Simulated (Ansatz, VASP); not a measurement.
Given: the input of a run of VASP 6.6.1 on KF.

INCAR

```
SYSTEM = KF
PREC = Accurate
ENCUT = 520
EDIFF = 1E-6
ISMEAR = -1
SIGMA = 0.04
LREAL = .False.
LASPH = .True.
NELM = 60
ALGO = Normal
ISIF = 2
LWAVE = .False.
LCHARG = .True.
GGA = PE
LELF = .True.
LVHAR = .True.
NBANDS = 15
```

Contents of KPOINTS:

```
Automatic mesh
0
Gamma
  4 4 4
  0 0 0
```

Contents of POSCAR:

```
KF
1.0
    0.0000000000      2.6718500000      2.6718500000
    2.6718500000      0.0000000000      2.6718500000
    2.6718500000      2.6718500000      0.0000000000
K F
1 1
Direct
    0.0000000000      0.0000000000      0.0000000000
    0.5000000000      0.5000000000      0.5000000000
```

Potentials or basis: VASP PAW PBE potentials, release 64 (K_sv, F).

Command:

```sh
$ cat potpaw_PBE.64/K_sv/POTCAR potpaw_PBE.64/F/POTCAR > POTCAR
$ mpirun -np 1 vasp_std > vasp.out
```

**Question.** Translate it to Ansatz 0.2.0. Potentials there: all-electron LAPW, scalar-relativistic.

**Answer.** As run (the cutoff follows the program's own potentials):

File input.yaml:

```yaml
crystal:
  lattice:
    - [0.0, 2.67185, 2.67185]
    - [2.67185, 0.0, 2.67185]
    - [2.67185, 2.67185, 0.0]
  atoms:
    - { symbol: K, position: [0.0, 0.0, 0.0] }
    - { symbol: F, position: [0.5, 0.5, 0.5] }
kpoints:
  mp_grid: { grid: [4, 4, 4] }
scf:
  occupations: { method: fermi_dirac, width: 0.04 }
hamiltonian:
  xc: pbe
  pseudopotentials: { kind: all_electron, lapw: { basis_error: 0.002 } }
output:
  forces: true
  stress: true
  eigenvalues: true
```

Potentials or basis: all-electron LAPW, scalar-relativistic.

Launch:

```sh
$ ansatz run input.yaml --threads 1 --pin off --max-ram 2560MiB --backend cpu --events-out ev --progress --plain --runs-dir out
```

Both were run:

|  | VASP | Ansatz | Ansatz less VASP |
| --- | --- | --- | --- |
| gap on the k mesh at the Fermi level (eV) | 6.17 | 6.18 | +0.011 |
| least direct gap on the mesh (eV) | 6.17 | 6.18 | +0.011 |
| pressure (GPa) | 1.4 | 1.4 | -0.04 |

Ansatz ran all-electron here, and VASP with PAW potentials.

The k mesh is coarse, so the values compare programs but aren't converged.
